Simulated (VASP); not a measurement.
# EuO (Fm-3m) in VASP: further runs

EuO is run at these levels: PBE+U; tasks: single point.

All numbers are computed with VASP 6.6.1; they aren't measurements. Logs are shortened: lines on timing, memory, paths and dates and some standing lists are left out, and cuts for length are marked.

**1. The cell of the first run**

It takes space group Fm-3m (No. 225, cubic). The conventional cell has a = 5.177 Å, b = 5.177 Å, c = 5.177 Å, α = 90.00°, β = 90.00°, γ = 90.00°. Eu (site symmetry m-3m) has 6 O at 2.59 Å within 3.4 Å. Within 3.4 Å of O (site symmetry m-3m) lie 6 Eu at 2.59 Å.

**2. Single point, PBE+U, collinear spin, ferromagnetic start**

Input file INCAR:

```
PREC = Accurate ; ENCUT = 600
EDIFF = 1E-6 ; ISMEAR = 0
SIGMA = 0.05 ; LREAL = False
LASPH = True ; NELM = 200
ALGO = Normal ; ISIF = 2
LWAVE = False ; LCHARG = False
ISPIN = 2 ; MAGMOM = 7 7 0 0
LORBIT = 11 ; LMAXMIX = 6
LDAU = True ; LDAUTYPE = 2
LDAUL = 3 -1 ; LDAUU = 6 0
LDAUJ = 0 0 ; LDAUPRINT = 1
GGA = PE ; NBANDS = 35
GGA_COMPAT = False
```

Input file KPOINTS:

```
Automatic mesh
0
Gamma
  4 4 3
```

Input file POSCAR:

```
EuO
1.0
    0.0000000000      2.5882963236     -2.5882963236
    0.0000000000      2.5882963236      2.5882963236
    5.1765926472      0.0000000000      0.0000000000
Eu O
2 2
Direct
    0.0000000000      0.0000000000      0.0000000000
    0.5000000000      0.5000000000      0.5000000000
    0.0000000000      1.0000000000      0.5000000000
    0.5000000000      1.5000000000      1.0000000000
```

Potentials or basis: VASP PAW PBE potentials, release 64 (Eu, O).

Launch:

```bash
cat potpaw_PBE.64/Eu/POTCAR potpaw_PBE.64/O/POTCAR > POTCAR
mpirun -np 1 vasp_std > vasp.out
```

OUTCAR:

```text
PREC = Accurate
   ENCUT = 600
   EDIFF = 1E-6
   ISMEAR = 0
   LREAL = False
   LASPH = True
   NELM = 200
   ISIF = 2
   ISPIN = 2
   LORBIT = 11
   GGA = PE

 ion  position               nearest neighbor table
   1  0.000  0.000  0.000-   3 2.59   4 2.59   3 2.59   4 2.59   4 2.59   4 2.59
   2  0.500  0.500  0.500-   3 2.59   4 2.59   4 2.59   3 2.59   3 2.59   3 2.59
   3  0.000  0.000  0.500-   1 2.59   2 2.59   1 2.59   2 2.59   2 2.59   2 2.59
   4  0.500  0.500  0.000-   1 2.59   2 2.59   2 2.59   1 2.59   1 2.59   1 2.59

  LATTYP: Found a simple tetragonal cell.
 ALAT       =     3.6604037643
 C/A-ratio  =     1.4142135624

  Lattice vectors:

 A1 = (   0.0000000000,   2.5882963236,  -2.5882963236)
 A2 = (   0.0000000000,   2.5882963236,   2.5882963236)
 A3 = (   5.1765926472,   0.0000000000,   0.0000000000)

Analysis of symmetry for initial positions (statically):
=====================================================================
 Subroutine PRICEL returns following result:

  LATTYP: Found a face centered cubic cell.
 ALAT       =     5.1765926472
[... 12 lines left out ...]
 Subroutine GETGRP returns: Found 16 space group operations
 (whereof 16 operations were pure point group operations)
 out of a pool of 16 trial point group operations.

The static configuration has the point symmetry D_4h.

Analysis of symmetry for dynamics (positions and initial velocities):
=====================================================================
 Subroutine PRICEL returns following result:

  LATTYP: Found a face centered cubic cell.
 ALAT       =     5.1765926472
[... 12 lines left out ...]
 Subroutine GETGRP returns: Found 16 space group operations
 (whereof 16 operations were pure point group operations)
 out of a pool of 16 trial point group operations.

The dynamic configuration has the point symmetry D_4h.

Analysis of structural, dynamic, and magnetic symmetry:
=====================================================================
 Subroutine PRICEL returns following result:

  LATTYP: Found a face centered cubic cell.
 ALAT       =     5.1765926472
[... 12 lines left out ...]
 Subroutine GETGRP returns: Found 16 space group operations
 (whereof 16 operations were pure point group operations)
 out of a pool of 16 trial point group operations.

The overall configuration has the point symmetry D_4h.

 Subroutine INISYM returns: Found 16 space group operations
 (whereof 16 operations are pure point group operations),
 and found     2 'primitive' translations

----------------------------------------------------------------------------------------

                                     Primitive cell

  volume of cell :      34.6794

  direct lattice vectors                    reciprocal lattice vectors
    -2.588296324 -2.588296324  0.000000000    -0.193177263 -0.193177263  0.193177263
    -2.588296324  0.000000000 -2.588296324    -0.193177263  0.193177263 -0.193177263
    -0.000000000 -2.588296324 -2.588296324     0.193177263 -0.193177263 -0.193177263

  length of vectors
     3.660403764  3.660403764  3.660403764     0.334592835  0.334592835  0.334592835

  position of ions in fractional coordinates (direct lattice)
     0.000000000  0.000000000  0.000000000
     0.500000000  0.500000000  0.500000000

  ion indices of the primitive-cell ions
   primitive index   ion index
                 1           1
                 2           3
[... 137 lines left out ...]
  o =  0.9744  v =  0.8243 -0.0000  0.5661  0.0104 -0.0000 -0.0006 -0.0000  0.0000  0.0000  0.0000  0.0000  0.0000  0.0000  0.0000      0.0000  0.0000  0.0000  0.0000  0.0000  0.0000  0.0000  0.0000  0.0000  0.0000  0.0000  0.0000  0.0000  0.0000
  o =  0.9744  v = -0.0086  0.0000 -0.0059  0.9983 -0.0000 -0.0573 -0.0000  0.0000  0.0000  0.0000  0.0000  0.0000  0.0000  0.0000      0.0000  0.0000  0.0000  0.0000  0.0000  0.0000  0.0000  0.0000  0.0000  0.0000  0.0000  0.0000  0.0000  0.0000
[... 19 lines left out ...]
  o =  0.9766  v =  0.5661 -0.0000 -0.8243 -0.0000 -0.0000 -0.0000  0.0000  0.0000  0.0000  0.0000  0.0000  0.0000  0.0000  0.0000      0.0000  0.0000  0.0000  0.0000  0.0000  0.0000  0.0000  0.0000  0.0000  0.0000  0.0000  0.0000  0.0000  0.0000

 number of electron      45.9999987 magnetization      14.0000003

 Free energy of the ion-electron system (eV)
  ---------------------------------------------------
  ext. energy  EPLUGINS =         0.00000000
  ---------------------------------------------------
  free energy    TOTEN  =       -42.25039946 eV

  energy without entropy =      -42.24916980  energy(sigma->0) =      -42.24978463

 E-fermi :   3.5525     XC(G=0): -10.6518

 val. band max:        3.5293278761   @ k =   0.0000   0.0000   0.0000
 cond. band min:       3.5814505901   @ k =   0.5000   0.5000   0.0000
 fundamental gap:      0.0521227140
 Fermi energy:         3.5524852308

 spin component 1

 k-point     1 :       0.0000    0.0000    0.0000
  band No.  band energies     occupation
      1     -36.1436      1.00000
      2     -36.0245      1.00000
      3     -15.6232      1.00000
      4     -15.0791      1.00000
      5     -15.0791      1.00000
      6     -14.7383      1.00000
[... 445 lines left out ...]
     34       8.1437      0.00000
     35       8.8208      0.00000
 Fermi energy:         3.5524852308

 spin component 2

 k-point     1 :       0.0000    0.0000    0.0000
  band No.  band energies     occupation
      1     -33.0337      1.00000
      2     -32.8764      1.00000
      3     -14.0972      1.00000
      4     -14.0813      1.00000
      5     -13.5240      1.00000
      6     -12.8442      1.00000
[... 445 lines left out ...]
     34      13.7127      0.00000
     35      13.7160      0.00000

------------------------ aborting loop because EDIFF is reached ----------------------------------------

  FORCE on cell =-STRESS in cart. coord.  units (eV):
  Direction    XX          YY          ZZ          XY          YZ          ZX
  --------------------------------------------------------------------------------------
  -------------------------------------------------------------------------------------
  Total       -0.1276413     -0.1412415     -0.1412415     -0.0000000      0.0000000     -0.0000000
  in kB       -2.9484905     -3.2626529     -3.2626529     -0.0000000      0.0000000     -0.0000000
  external PRESSURE =      -3.1579321 kB  Pullay stress =       0.0000000 kB

 VOLUME and BASIS-vectors are now :
 -----------------------------------------------------------------------------
  energy-cutoff  :      600.00
  volume of cell :       69.36
      direct lattice vectors                 reciprocal lattice vectors
     0.000000000  2.588296324 -2.588296324     0.000000000  0.193177263 -0.193177263
     0.000000000  2.588296324  2.588296324     0.000000000  0.193177263  0.193177263
     5.176592647  0.000000000  0.000000000     0.193177263  0.000000000  0.000000000

 POSITION                                       TOTAL-FORCE (eV/Angst)
 -----------------------------------------------------------------------------------
      0.00000      0.00000      0.00000        -0.000000      0.000000      0.000000
      2.58830      2.58830      0.00000        -0.000000      0.000000      0.000000
      2.58830      0.00000      0.00000         0.000000     -0.000000     -0.000000
      0.00000      2.58830      0.00000        -0.000000     -0.000000      0.000000
 -----------------------------------------------------------------------------------
    total drift:                                0.000000      0.000000      0.000000

  FREE ENERGIE OF THE ION-ELECTRON SYSTEM (eV)
  ---------------------------------------------------
  free  energy   TOTEN  =       -42.2503994621 eV

  energy  without entropy=      -42.2491697974  energy(sigma->0) =      -42.24978463

 total charge

# of ion       s       p       d       f       tot
--------------------------------------------------
    1        2.032   5.801   0.290   6.822  14.945
    2        2.032   5.801   0.290   6.822  14.945
    3        1.550   3.402   0.000   0.000   4.953
    4        1.550   3.402   0.000   0.000   4.953
--------------------------------------------------
tot          7.164  18.406   0.581  13.644  39.795

 magnetization (x)

# of ion       s       p       d       f       tot
--------------------------------------------------
    1       -0.015  -0.114   0.066   6.790   6.728
    2       -0.015  -0.114   0.066   6.790   6.728
    3       -0.005  -0.085   0.000   0.000  -0.090
    4       -0.005  -0.085   0.000   0.000  -0.090
--------------------------------------------------
tot         -0.038  -0.398   0.132  13.581  13.276
```

Run time: 4.1 min. Hardware: 1 thread of Intel Xeon 8259CL, shared host; peak memory 0.25 GiB.

Results:

- Free energy: -42.2504 eV
- Pressure: -0.3 GPa
- Band gap on the k mesh: 0.05 eV
- Net moment: 14.00 μB per cell
- Site moments: Eu +6.73; O -0.09 μB
- Valence electrons inside the program's atomic spheres: Eu 14.95; O 4.95

Eigenvalues of the final occupation matrices:
```tsv
site	spin	trace	eigenvalues
site 1 f	1	6.81	0.96 0.97 0.97 0.97 0.98 0.98 0.98
site 1 f	2	0.02	0.00 0.00 0.00 0.00 0.00 0.00 0.00
site 2 f	1	6.81	0.96 0.97 0.97 0.97 0.98 0.98 0.98
site 2 f	2	0.02	0.00 0.00 0.00 0.00 0.00 0.00 0.00
```

Caveat: the k points lie up to 0.43 Å⁻¹ apart; spin-orbit coupling is left out, which moves the levels of the heavy elements; an odd mesh through Γ misses points on the zone boundary, where band edges can lie.

**3. Single point, PBE+U, collinear spin, ferromagnetic start**

This run uses another cell than the first one: it holds 2 atoms, not 4.

Input file INCAR:

```
ALGO = Normal
EDIFF = 1E-6
ENCUT = 600
GGA = PE
GGA_COMPAT = F
ISIF = 2
ISMEAR = 0
ISPIN = 2
LASPH = T
LCHARG = F
LDAU = T
LDAUJ = 0 0
LDAUL = 3 -1
LDAUPRINT = 1
LDAUTYPE = 2
LDAUU = 6 0
LMAXMIX = 6
LORBIT = 11
LREAL = F
LWAVE = F
MAGMOM = 7.44 0
NBANDS = 22
NELM = 200
PREC = Accurate
SIGMA = 0.05
```

Input file KPOINTS:

```
k-points
0
Gamma
  10 10 10
```

Input file POSCAR:

```
EuO
1.0
    0.0000000000      2.5882963236      2.5882963236
    2.5882963236      0.0000000000      2.5882963236
    2.5882963236      2.5882963236      0.0000000000
Eu O
1 1
Direct
    0.0000000000      0.0000000000      0.0000000000
    0.5000000000      0.5000000000      0.5000000000
```

Potentials or basis: VASP PAW PBE potentials, release 64 (Eu, O).

Launch:

```bash
cat potpaw_PBE.64/Eu/POTCAR potpaw_PBE.64/O/POTCAR > POTCAR
mpirun -np 1 vasp_std > vasp.out
```

It took 4 min on 1 thread of Intel Xeon 8259CL, shared host; peak memory 0.25 GiB.

It converged, with:

- Free energy: -21.1356 eV
- Pressure: -0.4 GPa
- Band gap on the k mesh: 0.07 eV (least direct gap 0.23 eV)
- Net moment: 7.00 μB per cell
- Site moments: Eu +6.73; O -0.09 μB
- Valence electrons inside the program's atomic spheres: Eu 14.94; O 4.95

Levels at points of the mesh, in eV from the valence-band top:
Spin up:
| k point | band 13 | band 14 | band 15 | band 16 | band 17 | band 18 |
| --- | --- | --- | --- | --- | --- | --- |
| (0.00, 0.00, 0.00) | 0.00 | 0.00 | 0.00 | 0.85 | 2.97 | 2.97 |
| (0.50, 0.00, 0.00) | -0.52 | -0.48 | -0.47 | 3.51 | 5.64 | 5.64 |
| (0.50, 0.50, 0.00) | -0.48 | -0.16 | -0.16 | 0.07 | 4.61 | 7.02 |
Spin down:
| k point | band 5 | band 6 | band 7 | band 8 | band 9 | band 10 | band 11 | band 12 |
| --- | --- | --- | --- | --- | --- | --- | --- | --- |
| (0.00, 0.00, 0.00) | -15.93 | -2.54 | -2.54 | -2.54 | 1.62 | 3.92 | 3.92 | 3.92 |
| (0.50, 0.00, 0.00) | -14.98 | -4.60 | -3.66 | -3.66 | 4.13 | 6.32 | 6.67 | 6.67 |
| (0.50, 0.50, 0.00) | -16.36 | -2.66 | -2.52 | -2.52 | 0.91 | 5.48 | 7.78 | 8.25 |

Eigenvalues of the final occupation matrices:
```
    site  spin  trace                         eigenvalues
site 1 f     1   6.81  0.96 0.97 0.97 0.97 0.98 0.98 0.98
site 1 f     2   0.02  0.00 0.00 0.00 0.00 0.00 0.00 0.00
```

Caveat: spin-orbit coupling is left out, which moves the levels of the heavy elements; a cell with one magnetic atom can't hold antiferromagnetic order, which such compounds often take. The state reached can hang on the start; a lower one may exist.

**4. Single point, PBE+U, collinear spin, ferromagnetic start (17.69 Å³/atom)**

Input file INCAR:

```
  ALGO = Normal
  EDIFF = 1E-6
  ENCUT = 600
  GGA = PE
  GGA_COMPAT = False
  ISIF = 2
  ISMEAR = 0
  ISPIN = 2
  LASPH = True
  LCHARG = False
  LDAU = True
  LDAUJ = 0 0
  LDAUL = 3 -1
  LDAUPRINT = 1
  LDAUTYPE = 2
  LDAUU = 6 0
  LMAXMIX = 6
  LORBIT = 11
  LREAL = False
  LWAVE = False
  MAGMOM = 7.45 -0.09
  NBANDS = 22
  NELM = 200
  PREC = Accurate
  SIGMA = 0.05
```

KPOINTS is that of step 3.

Input file POSCAR:

```
EuO
1.0
    0.0000000000      2.6054378584      2.6054378584
    2.6054378584      0.0000000000      2.6054378584
    2.6054378584      2.6054378584      0.0000000000
Eu O
1 1
Direct
    0.0000000000      0.0000000000      0.0000000000
    0.5000000000      0.5000000000      0.5000000000
```

Launch:

```bash
cat potpaw_PBE.64/Eu/POTCAR potpaw_PBE.64/O/POTCAR > POTCAR
mpirun -np 1 vasp_std > vasp.out
```

Run time: 2.7 min. Hardware: 1 thread of Intel Xeon 8259CL, shared host; peak memory 0.26 GiB.

The run converged. Its results:

| Property | Result |
| --- | --- |
| Free energy | -21.1312 eV |
| Pressure | -2.0 GPa |
| Band gap on the k mesh | 0.16 eV (least direct gap 0.32 eV) |
| Net moment | 7.00 μB per cell |
| Site moments | Eu +6.73; O -0.09 μB |
| Valence electrons inside the program's atomic spheres | Eu 14.93; O 4.95 |

Levels at points of the mesh, in eV from the valence-band top:
Spin up:
| k point | band 13 | band 14 | band 15 | band 16 | band 17 | band 18 |
| --- | --- | --- | --- | --- | --- | --- |
| (0.00, 0.00, 0.00) | 0.00 | 0.00 | 0.00 | 0.80 | 3.00 | 3.00 |
| (0.50, 0.00, 0.00) | -0.50 | -0.47 | -0.46 | 3.50 | 5.61 | 5.61 |
| (0.50, 0.50, 0.00) | -0.47 | -0.16 | -0.16 | 0.16 | 4.54 | 6.96 |
Spin down:
```tsv
k point	band 5	band 6	band 7	band 8	band 9	band 10	band 11	band 12
(0.00, 0.00, 0.00)	-15.94	-2.47	-2.47	-2.47	1.55	3.95	3.95	3.95
(0.50, 0.00, 0.00)	-15.00	-4.49	-3.55	-3.55	4.12	6.26	6.63	6.63
(0.50, 0.50, 0.00)	-16.34	-2.62	-2.46	-2.46	0.99	5.40	7.71	8.18
```

Eigenvalues of the final occupation matrices:
| site | spin | trace | eigenvalues |
| --- | --- | --- | --- |
| site 1 f | 1 | 6.82 | 0.97 0.97 0.97 0.97 0.98 0.98 0.98 |
| site 1 f | 2 | 0.02 | 0.00 0.00 0.00 0.00 0.00 0.00 0.00 |

Caveat: spin-orbit coupling is left out, which moves the levels of the heavy elements; a cell with one magnetic atom can't hold antiferromagnetic order, which such compounds often take. The state reached can hang on the start; a lower one may exist.

**5. Single point, PBE+U, collinear spin, ferromagnetic start (18.03 Å³/atom)**

Input file INCAR:

```
SYSTEM = EuO
PREC = Accurate ; ENCUT = 600
EDIFF = 1E-6 ; ISMEAR = 0
SIGMA = 0.05 ; LREAL = .FALSE.
LASPH = .TRUE. ; NELM = 200
ALGO = Normal ; ISIF = 2
LWAVE = .FALSE. ; LCHARG = .FALSE.
ISPIN = 2 ; MAGMOM = 7.46 -0.09
LORBIT = 11 ; LMAXMIX = 6
LDAU = .TRUE. ; LDAUTYPE = 2
LDAUL = 3 -1 ; LDAUU = 6 0
LDAUJ = 0 0 ; LDAUPRINT = 1
GGA = PE ; NBANDS = 22
GGA_COMPAT = .FALSE.
```

Input file KPOINTS:

```
regular mesh
0
G
  10 10 10
  0 0 0
```

Input file POSCAR:

```
EuO
1.0
    0.0000000000      2.6223567601      2.6223567601
    2.6223567601      0.0000000000      2.6223567601
    2.6223567601      2.6223567601      0.0000000000
Eu O
1 1
Direct
    0.0000000000      0.0000000000      0.0000000000
    0.5000000000      0.5000000000      0.5000000000
```

Launch:

```bash
cat potpaw_PBE.64/Eu/POTCAR potpaw_PBE.64/O/POTCAR > POTCAR
mpirun -np 1 vasp_std > vasp.out
```

Wall time 2.9 min (1 thread of Intel Xeon 8259CL, shared host); peak memory 0.25 GiB.

Results (log left out):

```
Free energy                                           : -21.1203 eV
Pressure                                              : -3.4 GPa
Band gap on the k mesh                                : 0.26 eV (least direct gap 0.41 eV)
Net moment                                            : 7.00 μB per cell
Site moments                                          : Eu +6.73; O -0.09 μB
Valence electrons inside the program's atomic spheres : Eu 14.92; O 4.94
```

Levels at points of the mesh, in eV from the valence-band top:
Spin up:
```csv
k point,band 12,band 13,band 14,band 15,band 16,band 17,band 18,band 19
"(0.00, 0.00, 0.00)",-0.45,0.00,0.00,0.00,0.75,3.04,3.04,3.04
"(0.50, 0.00, 0.00)",-0.48,-0.48,-0.46,-0.44,3.50,5.58,5.58,5.75
"(0.50, 0.50, 0.00)",-0.55,-0.46,-0.16,-0.16,0.26,4.48,6.91,7.55
```
Spin down:
| k point | band 4 | band 5 | band 6 | band 7 | band 8 | band 9 | band 10 | band 11 | band 12 | band 13 |
| --- | --- | --- | --- | --- | --- | --- | --- | --- | --- | --- |
| (0.00, 0.00, 0.00) | -15.94 | -15.94 | -2.40 | -2.40 | -2.40 | 1.48 | 3.98 | 3.98 | 3.98 | 6.21 |
| (0.50, 0.00, 0.00) | -16.02 | -15.02 | -4.39 | -3.44 | -3.44 | 4.10 | 6.19 | 6.59 | 6.59 | 9.18 |
| (0.50, 0.50, 0.00) | -16.32 | -16.32 | -2.58 | -2.40 | -2.40 | 1.07 | 5.33 | 7.65 | 8.12 | 9.12 |

Eigenvalues of the final occupation matrices:
```tsv
site	spin	trace	eigenvalues
site 1 f	1	6.82	0.97 0.98 0.98 0.98 0.98 0.98 0.98
site 1 f	2	0.01	0.00 0.00 0.00 0.00 0.00 0.00 0.00
```

Caveat: the cell stands under tension; spin-orbit coupling is left out, which moves the levels of the heavy elements; a cell with one magnetic atom can't hold antiferromagnetic order, which such compounds often take. The state reached can hang on the start; a lower one may exist.

**6. Overview**

```csv
cell,k mesh,gap on the mesh (eV),pressure (GPa),moment (μB)
"a = 3.660, b = 3.660, c = 5.177 Å, 4 atoms, atomic positions A",4 × 4 × 3,0.05,-0.3,14.00
"a = 3.660 Å, angles 60.0°, 2 atoms, atomic positions B",10 × 10 × 10,0.07,-0.4,7.00
"a = 3.685 Å, angles 60.0°, 2 atoms, atomic positions B",10 × 10 × 10,0.16,-2.0,7.00
"a = 3.709 Å, angles 60.0°, 2 atoms, atomic positions B",10 × 10 × 10,0.26,-3.4,7.00
```

Alike in all rows: task single point; level PBE+U; potentials or basis VASP PAW PBE potentials, release 64 (Eu, O); spin collinear, ferromagnetic start; Eu f U = 6.0 eV; cutoff (eV) 600; smearing gaussian 0.05 eV.

Caveats: some runs use coarse meshes; spin-orbit coupling is left out, which moves the levels of the heavy elements; a cell with one magnetic atom can't hold antiferromagnetic order, which such compounds often take (at least some runs); an odd mesh through Γ misses points on the zone boundary, where band edges can lie (at least some runs); the cell stands under tension (at least some runs).

Total energies depend on the potentials used, so only differences within one code and one set of settings carry meaning.
